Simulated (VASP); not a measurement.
Crystal: HfZrSe4.

```
Zr Hf Se
1.0
     4.15263    0.00000    0.00000
    -2.07632    3.59629    0.00000
     0.00000    0.00000    9.11009
Zr Hf Se
1 1 4
Direct
  0.00000 0.00000 0.50000
  0.00000 0.00000 0.00000
  0.33333 0.66667 0.76643
  0.33333 0.66667 0.23357
  0.66667 0.33333 0.76643
  0.66667 0.33333 0.23357
```

The cell was generated, and may not be a known phase.

- Program: VASP 6.6.1
- Task: relaxation of cell and atoms
- Functional: PBE
- Potentials or basis: VASP PAW PBE potentials, release 64 (Zr_sv, Hf_pv, Se)
- Cutoff: 600 eV
- k mesh: 6 × 6 × 2
- Occupations: gaussian, width 0.1 eV
- Spin: no spin polarisation

At the start: pressure 8.5 GPa; volume 22.68 Å³/atom.

Task: How do energy, volume and symmetry change on relaxing?

Result: Over 13 steps the energy falls by 1137.4 meV/atom and the volume is 20.32 Å³/atom (-10.4 %); space group P6/mmm (No. 191, to 0.1 Å) before and after.

The path:
```
step  energy change (eV)  largest force (eV/Å)  pressure (GPa)  volume (Å³)
   1              0.0000                0.0244            8.47       136.05
   2             -3.5135                0.0350           -8.88       158.22
   3             -3.8067                0.0494          -11.46       163.88
   4             -6.1222                0.5642           -7.82       138.57
   5             -6.1204                0.5390           -8.06       139.03
   6             -6.7123                0.5558            2.28       119.61
   7             -6.7332                0.5310            0.42       122.12
   8             -6.7334                0.5286            0.19       122.45
   9             -6.7752                0.3854            0.05       122.32
  10             -6.8231                0.0247           -0.03       122.00
  11             -6.8231                0.0124           -0.03       121.99
  12             -6.8229                0.0188            0.02       121.87
  13             -6.8247                0.0011           -0.02       121.94
```

Final structure:
```
Zr Hf Se
1.0
     4.75176    0.00000    0.00000
    -2.37588    4.11515    0.00000
     0.00000    0.00000    6.23580
Zr Hf Se
1 1 4
Direct
  0.00000 0.00000 0.50000
  0.00000 0.00000 0.00000
  0.33333 0.66667 0.74937
  0.33333 0.66667 0.25063
  0.66667 0.33333 0.74937
  0.66667 0.33333 0.25063
```

Caveat: a cell axis changed by over 15 % at a fixed basis, so the end point is rough.
